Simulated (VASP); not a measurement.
# Rh (Fm-3m) in VASP: notebook

Rh is run at these levels: PBE; tasks: single point.

Everything below comes from runs of VASP 6.6.1. Logs are shortened: lines on timing, memory, paths and dates and some standing lists are left out, and cuts for length are marked.

### 1 The cell of the first run

The structure is cubic, space group Fm-3m (No. 225). The conventional cell has a = 3.878 Å, b = 3.878 Å, c = 3.878 Å, α = 90.00°, β = 90.00°, γ = 90.00°. Within 3.6 Å of Rh (site symmetry m-3m) lie 12 Rh at 2.74 Å.

### 2 Single point, PBE (volume scaled by 1.06)

File INCAR:

```
PREC = Accurate
ENCUT = 520
EDIFF = 1E-6
ISMEAR = -1
SIGMA = 0.08
LREAL = F
LASPH = T
NELM = 80
ALGO = Normal
ISIF = 2
LWAVE = F
LCHARG = F
GGA = PE
NBANDS = 14
```

File KPOINTS:

```
Automatic mesh
0
Gamma
  16 16 16
```

File POSCAR:

```
Rh
1.0
    0.0000000000      1.9388447625      1.9388447625
    1.9388447625      0.0000000000      1.9388447625
    1.9388447625      1.9388447625      0.0000000000
Rh
1
Direct
    0.0000000000      0.0000000000      0.0000000000
```

Potentials or basis: VASP PAW PBE potentials, release 64 (Rh_pv).

Started as:

```
cat potpaw_PBE.64/Rh_pv/POTCAR > POTCAR
mpirun -np 1 vasp_std > vasp.out
```

OUTCAR:

```text
PREC = Accurate
   ENCUT = 520
   EDIFF = 1E-6
   ISMEAR = -1
   LREAL = F
   LASPH = T
   NELM = 80
   ISIF = 2
   GGA = PE

 ion  position               nearest neighbor table
   1  0.000  0.000  0.000-

  LATTYP: Found a face centered cubic cell.
 ALAT       =     3.8776895250

  Lattice vectors:

 A1 = (   0.0000000000,   1.9388447625,   1.9388447625)
 A2 = (   1.9388447625,   0.0000000000,   1.9388447625)
 A3 = (   1.9388447625,   1.9388447625,   0.0000000000)

Analysis of symmetry for initial positions (statically):
=====================================================================
 Subroutine PRICEL returns:
 Original cell was already a primitive cell.

 Routine SETGRP: Setting up the symmetry group for a
 face centered cubic supercell.

 Subroutine GETGRP returns: Found 48 space group operations
 (whereof 48 operations were pure point group operations)
 out of a pool of 48 trial point group operations.

The static configuration has the point symmetry O_h .

Analysis of symmetry for dynamics (positions and initial velocities):
=====================================================================
 Subroutine PRICEL returns:
 Original cell was already a primitive cell.

 Routine SETGRP: Setting up the symmetry group for a
 face centered cubic supercell.

 Subroutine GETGRP returns: Found 48 space group operations
 (whereof 48 operations were pure point group operations)
 out of a pool of 48 trial point group operations.

The dynamic configuration has the point symmetry O_h .

 Subroutine INISYM returns: Found 48 space group operations
 (whereof 48 operations are pure point group operations),
 and found     1 'primitive' translations

----------------------------------------------------------------------------------------

                                     Primitive cell

  volume of cell :      14.5767

  direct lattice vectors                    reciprocal lattice vectors
     0.000000000  1.938844763  1.938844763    -0.257885525  0.257885525  0.257885525
     1.938844763  0.000000000  1.938844763     0.257885525 -0.257885525  0.257885525
     1.938844763  1.938844763  0.000000000     0.257885525  0.257885525 -0.257885525

  length of vectors
     2.741940558  2.741940558  2.741940558     0.446670832  0.446670832  0.446670832

  position of ions in fractional coordinates (direct lattice)
     0.000000000  0.000000000  0.000000000

  ion indices of the primitive-cell ions
   primitive index   ion index
                 1           1

----------------------------------------------------------------------------------------
[... 81 lines left out ...]
   NELECT =      15.0000    total number of electrons
   NUPDOWN=      -1.0000    fix difference up-down
   EMIN   =  10.00;   EMAX   =-10.00  energy-range for DOS
   EFERMI =   0.00;   METHOD = LEGACY
   ISMEAR =    -1;   SIGMA  =   0.08  broadening in eV -4-tet -1-fermi 0-gaus
   EFERMI_NEDOS =   21; number of points for ismear=-14 and -15
   IALGO  =     38    algorithm
   IMIX   =      4    mixing-type and parameters
     AMIX     =   0.40;   BMIX     =  1.00
     AMIX_MAG =   1.60;   BMIX_MAG =  1.00
  volume/ion in A,a.u.               =      14.58        98.37
  Fermi-wavevector in a.u.,A,eV,Ry     =   1.652795  3.123329 37.167442  2.731730
  Thomas-Fermi vector in A             =   2.741343
   LORBIT       =      0    0 simple, 1 ext, 2 COOP (PROOUT), +10 PAW based schemes
   GGA     = PE    functional components
   LHFCALC =     F    Hartree Fock is set to
   AEXX    =    0.0000 exact exchange contribution
   IVDW    =     0    specifies the selected vdW correction
   LEPSILON=     F    determine dielectric tensor
   LRPA    =     F    only Hartree local field effects (RPA)
 non-spin polarized calculation
  energy-cutoff  :      520.00
  volume of cell :       14.58
 maximum number of plane-waves:       401
   NGX = 11   NGY = 11   NGZ = 11

 number of electron      14.9999992 magnetization

 Free energy of the ion-electron system (eV)
  ---------------------------------------------------
  ext. energy  EPLUGINS =         0.00000000
  ---------------------------------------------------
  free energy    TOTEN  =        -7.25993553 eV

  energy without entropy =       -7.22750055  energy(sigma->0) =       -7.24371804

 E-fermi :  10.8543     XC(G=0): -13.6568

 val. band max:       10.8542035949   @ k =  -0.1875   0.1250   0.0000
 cond. band min:      10.8711110332   @ k =  -0.1250   0.1875   0.0625
 fundamental gap:      0.0169074383
 Fermi energy:        10.8542525023

 k-point     1 :       0.0000    0.0000    0.0000
  band No.  band energies     occupation
      1     -35.4130      2.00000
      2     -35.4130      2.00000
      3     -35.4130      2.00000
      4       3.3294      2.00000
      5       8.0543      2.00000
      6       8.0543      2.00000
      7       8.0543      2.00000
      8       9.9547      1.99997
      9       9.9547      1.99997
     10      26.8817      0.00000
     11      31.5724      0.00000
     12      32.0137      0.00000
     13      32.0137      0.00000
     14      32.0137      0.00000
[... 377 lines left out ...]
      1     -35.4691      2.00000
      2     -35.4301      2.00000
      3     -35.4175      2.00000
      4       3.7198      2.00000
      5       7.8739      2.00000
      6       8.1886      2.00000
      7       8.2315      2.00000
      8       9.7880      2.00000
      9       9.9792      1.99996
     10      27.3933      0.00000
     11      30.3344      0.00000
     12      31.5740      0.00000
     13      31.9918      0.00000
     14      32.8143      0.00000

 [... further k-points ...]

------------------------ aborting loop because EDIFF is reached ----------------------------------------

  FORCE on cell =-STRESS in cart. coord.  units (eV):
  Direction    XX          YY          ZZ          XY          YZ          ZX
  --------------------------------------------------------------------------------------
  -------------------------------------------------------------------------------------
  Total       -0.7601344     -0.7601344     -0.7601344      0.0000000     -0.0000000      0.0000000
  in kB      -83.5491160    -83.5491160    -83.5491160      0.0000000     -0.0000000      0.0000000
  external PRESSURE =     -83.5491160 kB  Pullay stress =       0.0000000 kB

 VOLUME and BASIS-vectors are now :
 -----------------------------------------------------------------------------
  energy-cutoff  :      520.00
  volume of cell :       14.58
      direct lattice vectors                 reciprocal lattice vectors
     0.000000000  1.938844763  1.938844763    -0.257885525  0.257885525  0.257885525
     1.938844763  0.000000000  1.938844763     0.257885525 -0.257885525  0.257885525
     1.938844763  1.938844763  0.000000000     0.257885525  0.257885525 -0.257885525

 POSITION                                       TOTAL-FORCE (eV/Angst)
 -----------------------------------------------------------------------------------
      0.00000      0.00000      0.00000         0.000000      0.000000      0.000000
 -----------------------------------------------------------------------------------
    total drift:                                0.000000     -0.000000      0.000000

  FREE ENERGIE OF THE ION-ELECTRON SYSTEM (eV)
  ---------------------------------------------------
  free  energy   TOTEN  =        -7.2599355287 eV

  energy  without entropy=       -7.2275005485  energy(sigma->0) =       -7.24371804
```

Run time: 12 s. Hardware: 1 thread of Intel Xeon Platinum 8488C (Sapphire Rapids), shared host; peak memory 0.14 GiB.

Results:

| Item | Value |
| --- | --- |
| Free energy | -7.2599 eV |
| Pressure | -8.4 GPa |

### 3 Single point, PBE (volume scaled by 0.96)

File INCAR:

```
SYSTEM = Rh
PREC = Accurate
ENCUT = 520
EDIFF = 1E-6
ISMEAR = -1
SIGMA = 0.08
LREAL = .FALSE.
LASPH = .TRUE.
NELM = 60
ALGO = Normal
ISIF = 2
LWAVE = .FALSE.
LCHARG = .FALSE.
GGA = PE
NBANDS = 14
```

File KPOINTS:

```
Automatic mesh
0
G
  16 16 16
  0 0 0
```

File POSCAR:

```
Rh
1.0
    0.0000000000      1.8758502280      1.8758502280
    1.8758502280      0.0000000000      1.8758502280
    1.8758502280      1.8758502280      0.0000000000
Rh
1
Direct
    0.0000000000      0.0000000000      0.0000000000
```

Potentials or basis: VASP PAW PBE potentials, release 64 (Rh_pv).

Started as:

```
cat potpaw_PBE.64/Rh_pv/POTCAR > POTCAR
mpirun -np 1 vasp_std > vasp.out
```

Wall time 24 s (1 thread of Intel Xeon Platinum 8259CL at 2.50GHz (Skylake/Cascade Lake), shared host); peak memory 0.14 GiB.

It converged, with:

```
Free energy : -7.2250 eV
Pressure    : 19.0 GPa
```

Levels at points of the mesh, in eV from the Fermi level:
| k point | band 5 | band 6 | band 7 | band 8 | band 9 | band 10 |
| --- | --- | --- | --- | --- | --- | --- |
| (0.00, 0.00, 0.00) | -3.27 | -3.27 | -3.27 | -1.04 | -1.04 | 15.96 |
| (0.50, 0.00, 0.00) | -3.36 | -3.36 | 0.62 | 0.62 | 0.70 | 9.08 |
| (0.50, 0.50, 0.00) | -6.31 | 0.59 | 1.07 | 1.07 | 3.33 | 12.81 |
